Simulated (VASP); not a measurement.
# Na: single point with RPBE

Crystal: Na.

```
Na
1.0
     0.00000    3.77740    3.77740
     3.77740    0.00000    3.77740
     3.77740    3.77740    0.00000
Na
2
Direct
  0.12500 0.12500 0.12500
  0.87500 0.87500 0.87500
```

This isn't the form of Na at room conditions, which is bcc.

```
Program                : VASP 6.6.1
Task                   : single point
Functional             : RPBE
Potentials or basis    : VASP PAW PBE potentials, release 64 (Na_pv)
Cutoff                 : 500 eV
k mesh                 : 8 × 8 × 8
Occupations            : fermi-dirac, width 0.1 eV
Spin                   : no spin polarisation
Dipole correction      : no
Further INCAR settings : ALGO = Normal; EDIFF = 1e-06; NBANDS = 14
```

```json
{"Pressure": "0.2 GPa", "Band gap on the k mesh": "zero (bands 7 and 8 overlap by 0.80 eV)"}
```

Levels at points of the mesh, in eV from the Fermi level:
```
           k point  band 3  band 4  band 5  band 6  band 7  band 8  band 9  band 10  band 11  band 12
(0.00, 0.00, 0.00)  -25.44  -25.41  -25.41  -25.41   -2.55    4.64    4.64     4.64     4.94     4.94
(0.50, 0.00, 0.00)  -25.44  -25.41  -25.40  -25.40   -0.78   -0.32    3.91     3.91     4.60     4.60
(0.50, 0.50, 0.00)  -25.42  -25.42  -25.40  -25.40    0.07    0.07    2.41     2.41     3.03     3.03
```

It took 54 s on 1 thread of Intel Xeon 8259CL, on a shared host, peak memory 0.23 GiB.

Caveat: the PAW data sets were made with another functional, which shifts forces and pressure a little.
